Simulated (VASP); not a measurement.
Crystal: Nb.

```xyz
4
Lattice="2.2463 -3.8071 0.0000 2.2463 3.8071 0.0000 0.0000 0.0000 4.4986" Properties=species:S:1:pos:R:3 pbc="T T T"
Nb    2.2463    2.6459    0.3531
Nb    2.2463   -1.1612    1.8962
Nb    2.2463   -2.6459    4.1455
Nb    2.2463    1.1612    2.6025
```

| Quantity | Value |
| --- | --- |
| Program | VASP 6.6.1 |
| Task | relaxation of cell and atoms |
| Functional | PBEsol |
| Potentials or basis | VASP PAW PBE potentials, release 64 (Nb_sv) |
| Cutoff | 600 eV |
| k mesh | 4 × 4 × 4 |
| Occupations | gaussian, width 0.1 eV |
| Spin | no spin polarisation |

At the start: pressure 10.7 GPa; volume 19.24 Å³/atom.

Where does the relaxation end?

Over 25 steps the energy falls by 998.9 meV/atom and the volume is 18.14 Å³/atom (-5.7 %); space group Fmmm (No. 69, to 0.05 Å).

The path:
| step | energy change (eV) | largest force (eV/Å) | pressure (GPa) | volume (Å³) |
| --- | --- | --- | --- | --- |
| 1 | 0.0000 | 0.6850 | 10.74 | 76.95 |
| 2 | -0.3910 | 0.5058 | -10.14 | 91.96 |
| 3 | -0.5034 | 0.5650 | -4.71 | 86.79 |
| 4 | -0.8615 | 0.9122 | -0.77 | 84.84 |
| 5 | -0.8864 | 1.3850 | 1.11 | 84.15 |
| 6 | -1.2953 | 1.6348 | -0.75 | 84.13 |
| 7 | -2.4250 | 2.0353 | -2.76 | 80.76 |
| 8 | -2.6769 | 1.8105 | -3.24 | 79.39 |
| 9 | -2.8284 | 0.9760 | -0.62 | 76.68 |
| 10 | -2.8407 | 1.4901 | -2.08 | 77.76 |
| 11 | -2.8503 | 1.2969 | -1.71 | 77.37 |
| 12 | -3.2896 | 1.2543 | -2.49 | 76.14 |
| 13 | -3.8331 | 0.5418 | 1.82 | 71.93 |
| 14 | -3.8659 | 0.0978 | -0.61 | 73.07 |
| 15 | -3.8729 | 0.1029 | 0.02 | 72.73 |
| 16 | -3.9167 | 0.2054 | -0.16 | 72.64 |
| 17 | -3.9558 | 0.5606 | 0.15 | 72.20 |
| 18 | -3.9699 | 0.4195 | -0.38 | 72.45 |
| 19 | -3.9750 | 0.4710 | -0.27 | 72.37 |
| 20 | -3.9879 | 0.0014 | 1.32 | 72.01 |
| 21 | -3.9904 | 0.1518 | 0.81 | 72.11 |
| 22 | -3.9944 | 0.0134 | -0.88 | 72.95 |
| 23 | -3.9951 | 0.0324 | -0.42 | 72.71 |
| 24 | -3.9952 | 0.0531 | 0.44 | 72.40 |
| 25 | -3.9956 | 0.0130 | 0.04 | 72.54 |

Final structure:
```
CELL_PARAMETERS angstrom
2.27892 -4.97301 0.00000
2.27892 4.97301 0.00000
0.00000 0.00000 3.20048
ATOMIC_POSITIONS crystal
Nb 0.13558 0.86442 0.99996
Nb 0.63558 0.36442 0.50004
Nb 0.86442 0.13558 0.00004
Nb 0.36442 0.63558 0.49996
```

Caveat: the k points lie up to 0.49 Å⁻¹ apart in the final cell; the PAW data sets were made with another functional, which shifts forces and pressure a little.
